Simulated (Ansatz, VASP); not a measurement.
**Ir: VASP beside Ansatz**

```
CELL_PARAMETERS angstrom
1.35190 0.78052 4.77608
-1.35190 0.78052 4.77608
0.00000 -1.56104 4.77608
ATOMIC_POSITIONS crystal
Ir 0.08849 0.08849 0.08849
Ir 0.91151 0.91151 0.91151
```

Alike in both runs: functional PBE; k mesh 9 × 9 × 9; occupations gaussian, width 0.1 eV; no spin polarisation.

Ansatz relaxed the structure, and its values are those at the end. VASP's run is a single point on that final structure, the one shown.

|  | VASP | Ansatz |
| --- | --- | --- |
| version | VASP 6.6.1 | Ansatz 0.2.0 |
| potentials or method | VASP PAW PBE potentials, release 64 (Ir), cutoff 520 eV | scalar-relativistic, plane waves, PAW |
| valence electrons in the cell | 18 | 34 |

VASP gave:

```
gap on the k mesh at the Fermi level (eV) : none
pressure (GPa)                            : 0.4
rms of the force components (eV/Å)        : 0.020
```

Question: Which values does Ansatz return?

Answer: gap on the k mesh at the Fermi level (eV): none; pressure (GPa): 0.1; rms of the force components (eV/Å): 0.003.

A gap of «none» marks a metal or a gap that the smearing closes. VASP's potentials hold 18 valence electrons a cell and Ansatz's 34, so a difference there can come from the potentials and not from the codes.

Neither program's run includes spin-orbit coupling.
